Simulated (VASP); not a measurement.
# Si (a cell with a defect): relaxation of the atoms with PBEsol

The system is Si (a cell with a defect).

```
Si
1.0
    -5.43383    5.43383   -5.43383
     5.43383   -5.43383   -5.43383
    -5.43383   -5.43383    5.43383
Si
31
Cartesian
  -2.7169 2.7169 -2.7169
  1.3585 -6.7923 -4.0754
  -4.0754 -4.0754 -6.7923
  -1.3585 -1.3585 -6.7923
  -4.0754 -6.7923 -4.0754
  -1.3585 -4.0754 -4.0754
  -1.3585 -6.7923 -1.3585
  1.3585 -4.0754 -1.3585
  -6.7923 -4.0754 -4.0754
  -4.0754 -1.3585 -4.0754
  -4.0754 -4.0754 -1.3585
  -1.3585 -1.3585 -1.3585
  1.3585 -1.3585 -4.0754
  -6.7923 1.3585 -4.0754
  -6.7923 -1.3585 -1.3585
  -1.3585 1.3585 -4.0754
  -5.4338 0.0000 -2.7169
  -5.4338 -2.7169 0.0000
  0.0000 0.0000 -2.7169
  -2.7169 -2.7169 2.7169
  0.0000 -2.7169 0.0000
  -8.1508 0.0000 0.0000
  0.0000 -5.4338 -2.7169
  -2.7169 0.0000 0.0000
  0.0000 -8.1508 0.0000
  0.0000 0.0000 -8.1508
  -2.7169 -2.7169 -2.7169
  0.0000 -2.7169 -5.4338
  -2.7169 -5.4338 0.0000
  2.7169 -2.7169 -2.7169
  -2.7169 0.0000 -5.4338
```

This cell differs from its parent crystal: atoms taken out.

| Item | Value |
| --- | --- |
| Program | VASP 6.6.1 |
| Task | relaxation of the atoms |
| Functional | PBEsol |
| Potentials or basis | VASP PAW PBE potentials, release 64 (Si) |
| Cutoff | 450 eV |
| k mesh | 2 × 2 × 2, shifted |
| Occupations | gaussian, width 0.02 eV |
| Spin | no spin polarisation |
| Dipole correction | no |
| Charge | 2 |
| Further INCAR settings | LREAL = Auto; ALGO = Normal; EDIFF = 1e-07; IBRION = 2; EDIFFG = -0.02; NSW = 80; NELECT = 122.0 |

* Energy gained by relaxing: 3.9 meV/atom
* Ionic steps: 10
* Largest force after relaxing: 0.013 eV/Å

Forces in eV/Å, atoms in the order of the input:
```
Si   0.007  0.007 -0.007
Si   0.001 -0.002  0.002
Si   0.000  0.000  0.000
Si  -0.002  0.002  0.001
Si   0.001  0.002 -0.002
Si  -0.002  0.001  0.002
Si   0.002  0.002 -0.001
Si   0.000  0.000  0.000
Si   0.002 -0.001  0.002
Si  -0.001 -0.002 -0.002
Si   0.000  0.000  0.000
Si   0.002 -0.002  0.001
Si  -0.001  0.002  0.002
Si  -0.002 -0.001 -0.002
Si  -0.002 -0.002 -0.001
Si   0.002  0.001 -0.002
Si  -0.007 -0.007 -0.007
Si   0.007  0.003 -0.007
Si  -0.003  0.007  0.007
Si   0.003 -0.007  0.007
Si   0.007 -0.007  0.003
Si   0.003  0.007 -0.007
Si   0.007  0.007 -0.003
Si   0.007 -0.007  0.007
Si  -0.003 -0.007 -0.007
Si   0.007 -0.003  0.007
Si  -0.007  0.003  0.007
Si  -0.007  0.007  0.007
Si  -0.007 -0.003 -0.007
Si  -0.007 -0.007 -0.003
Si  -0.007  0.007  0.003
```

The path:
```
step  energy change (eV)  largest force (eV/Å)  pressure (GPa)
   1              0.0000                0.4717           -5.56
   2             -0.0879                0.1389           -5.48
   3             -0.0882                0.1159           -5.49
   4             -0.0984                0.0913           -5.46
   5             -0.1133                0.0676           -5.38
   6             -0.1192                0.0270           -5.37
   7             -0.1201                0.0352           -5.36
   8             -0.1207                0.0297           -5.34
   9             -0.1208                0.0260           -5.33
  10             -0.1212                0.0125           -5.30
```

Final structure:
```xyz
31
Lattice="-5.4338 5.4338 -5.4338 5.4338 -5.4338 -5.4338 -5.4338 -5.4338 5.4338" Properties=species:S:1:pos:R:3 pbc="T T T"
Si   -8.1226   -2.6888    2.6888
Si   -4.1163   -1.3471    1.3471
Si   -4.0754   -4.0754    4.0754
Si   -1.3471   -1.3698   -6.8332
Si   -4.1163    4.0640   -4.0640
Si   -1.3471   -4.1163   -4.0867
Si   -1.3698   -6.8036   -1.3175
Si    1.3585   -4.0754   -1.3585
Si   -1.3698   -9.4683    1.3471
Si   -4.0344   -1.3471   -4.0640
Si   -4.0754   -4.0754   -1.3585
Si   -1.3698   -1.3471   -1.3994
Si   -4.0344   -6.8036    1.3471
Si   -6.7810    1.3994   -4.0640
Si   -6.7810   -1.3471   -1.3175
Si   -1.3698    1.3175   -4.0640
Si   -5.4620   -0.0281   -2.7451
Si   -5.4432   -2.7255    0.0093
Si    0.0086   -0.0093   -2.7262
Si   -2.7255   -2.7076    2.7076
Si   -0.0093   -2.7076   -0.0086
Si   -2.7255   -5.4432   -5.4245
Si   -0.0093   -5.4432   -2.7083
Si   -2.6888   -0.0281    0.0281
Si   -5.4253   -2.7076   -5.4245
Si   -0.0093    0.0086   -8.1601
Si   -2.7076   -2.7255   -2.7262
Si   -0.0281   -2.6888   -5.4057
Si   -2.7076   -5.4253    0.0093
Si   -8.1414   -2.7076   -2.7083
Si   -2.7076   -0.0093   -5.4424
```

Levels at points of the mesh, in eV from the Fermi level:
| k point | band 58 | band 59 | band 60 | band 61 | band 62 | band 63 | band 64 | band 65 |
| --- | --- | --- | --- | --- | --- | --- | --- | --- |
| (0.25, 0.25, 0.25) | -0.13 | -0.10 | -0.10 | -0.10 | 1.09 | 1.09 | 1.09 | 2.13 |

It took 29 min on 1 thread of Intel Xeon 8259CL, with other jobs on the host, peak memory 0.74 GiB.

Caveat: the cell carries a net charge on a neutralising background, which shifts energy and pressure; the cell differs from its parent crystal (atoms taken out); the cell is charged against a uniform background, so pressure and absolute levels hang on convention; the PAW data sets were made with another functional, which shifts forces and pressure a little.
